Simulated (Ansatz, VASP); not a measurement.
## BN in VASP and in Ansatz

```xyz
4
Lattice="2.5040 0.0000 0.0000 -1.2520 2.1685 0.0000 0.0000 0.0000 6.6612" Properties=species:S:1:pos:R:3 pbc="T T T"
B     0.0000    1.4457    1.6653
B     1.2520    0.7228    4.9959
N    -0.1083    1.3832    4.9959
N     1.1437    0.6603    1.6653
```

Change from the starting cell: all N atoms moved +0.125 Å, as atom 3 towards its neighbour atom 2 (B) at 1.446 Å.

Alike in both runs: task single point; functional r2SCAN; k mesh 12 × 12 × 4; occupations gaussian, width 0.05 eV; no spin polarisation.

|  | VASP | Ansatz |
| --- | --- | --- |
| version | VASP 6.6.1 | Ansatz 0.2.0 |
| potentials or method | VASP PAW PBE potentials, release 64 (B, N), cutoff 520 eV | scalar-relativistic, plane waves, PAW |
| valence electrons in the cell | 16 | 16 |

|  | VASP | Ansatz | Ansatz less VASP |
| --- | --- | --- | --- |
| gap on the k mesh at the Fermi level (eV) | 4.37 | 4.33 | -0.042 |
| least direct gap on the mesh (eV) | 4.96 | 4.91 | -0.045 |
| pressure (GPa) | 5.7 | 5.4 | -0.29 |
| traceless stress, the component that is largest in VASP (GPa) | -5.18 | -4.61 | +0.576 |
| rms of the force components (eV/Å) | 3.090 | 3.107 | +0.0175 |

VASP's potentials were made for PBE, not for r2SCAN. Atom by atom the forces differ by 0.018 eV/Å (rms over components). With one functional, cell and mesh, what is left measures potentials, basis and numerics.
